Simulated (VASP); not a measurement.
Set up this calculation in VASP 6.6.1, as the native input.

* Task: single point
* Functional: PBEsol
* Potentials or basis: VASP PAW PBE potentials, release 64 (Mo_sv, S)
* Cutoff: 520 eV
* k mesh: 10 × 10 × 2
* Occupations: gaussian, width 0.05 eV
* Spin: no spin polarisation
* Dipole correction: no
* Further INCAR settings: ALGO = Normal; EDIFF = 1e-06; NBANDS = 35

The structure of MoS2 lies in POSCAR:

```
MoS2
1.0
   -3.1414322132      0.0000000000      0.0000000000
   -1.5707161066     -2.7205601009      0.0000000000
    0.0000000000      0.0000000000     12.4288195080
Mo S
2 4
Direct
    0.3333333333      0.3333333333      0.2530171812
    0.6666666667      0.6666666667      0.7590515435
    0.3333333333      0.3333333333      0.6336095134
    0.6666666667      0.6666666667      0.1275751511
    0.3333333333      0.3333333333      0.8844935735
    0.6666666667      0.6666666667      0.3784592112
```

One way to write it, as run:

INCAR

```
SYSTEM = MoS2
ALGO = Normal
EDIFF = 1E-6
ENCUT = 520
GGA = PS
ISIF = 2
ISMEAR = 0
LASPH = .True.
LCHARG = .False.
LREAL = .False.
LWAVE = .False.
NBANDS = 35
NELM = 100
PREC = Accurate
SIGMA = 0.05
```

KPOINTS

```
k-points
0
Gamma
  10 10 2
  0 0 0
```

Potentials or basis: VASP PAW PBE potentials, release 64 (Mo_sv, S).

The run is started by

```bash
$ cat potpaw_PBE.64/Mo_sv/POTCAR potpaw_PBE.64/S/POTCAR > POTCAR
$ mpirun -np 1 vasp_std > vasp.out
```

It gave:

```
Pressure               : 0.1 GPa
Largest force          : 0.025 eV/Å
Band gap on the k mesh : 0.96 eV, indirect (least direct gap 1.95 eV)
```

Caveat: the PAW data sets were made with another functional, which shifts forces and pressure a little; this functional lacks dispersion, which binds the layers, so the pressure and a relaxed spacing across them are unreliable.

It took 42 s on 1 thread of Intel(R) Xeon(R) Platinum 8559C (Emerald Rapids), with other jobs on the host, peak memory 0.26 GiB.
